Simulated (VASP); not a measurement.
Input of a VASP 6.6.1 run:

File INCAR:

```
SYSTEM = MnHg
PREC = Accurate
ENCUT = 520
EDIFF = 1E-7
ISMEAR = 0
SIGMA = 0.1
LREAL = .FALSE.
LASPH = .TRUE.
NELM = 150
ALGO = Normal
ISIF = 2
LWAVE = .FALSE.
LCHARG = .TRUE.
ISPIN = 2
MAGMOM = 4 -4 0 0
LORBIT = 11
LMAXMIX = 4
GGA = PS
LELF = .TRUE.
LVHAR = .TRUE.
NBANDS = 37
```

KPOINTS

```
Automatic mesh
0
G
  12 12 6
  0 0 0
```

The input POSCAR:

```
MnHg
1.0
    3.3150000000      0.0000000000      3.3150000000
    0.0000000000      3.3150000000      3.3150000000
    0.0000000000      0.0000000000      6.6300000000
Mn Hg
2 2
Direct
    0.5000000000      0.5000000000      0.7500000000
    0.5000000000      0.5000000000      0.2500000000
    0.0000000000      0.0000000000      0.0000000000
    0.0000000000      0.0000000000      0.5000000000
```

Potentials or basis: VASP PAW PBE potentials, release 64 (Mn_pv, Hg).

Run with:

```sh
$ cat potpaw_PBE.64/Mn_pv/POTCAR potpaw_PBE.64/Hg/POTCAR > POTCAR
$ mpirun -np 1 vasp_std > vasp.out
```

(1) What does it give for the pressure?

(2) What does it give for the site moments?

(3) Predict the band gap on the k mesh.

## Answers

(1) -5.8 GPa.

(2) Mn +3.82, -3.82; Hg +0.00 μB.

(3) zero (filled and empty bands overlap).

Caveat: the cell stands under tension; the antiferromagnetic order is the one typed at the start, and another may lie lower; the PAW data sets were made with another functional, which shifts forces and pressure a little; spin-orbit coupling is left out, which moves the levels of the heavy elements.
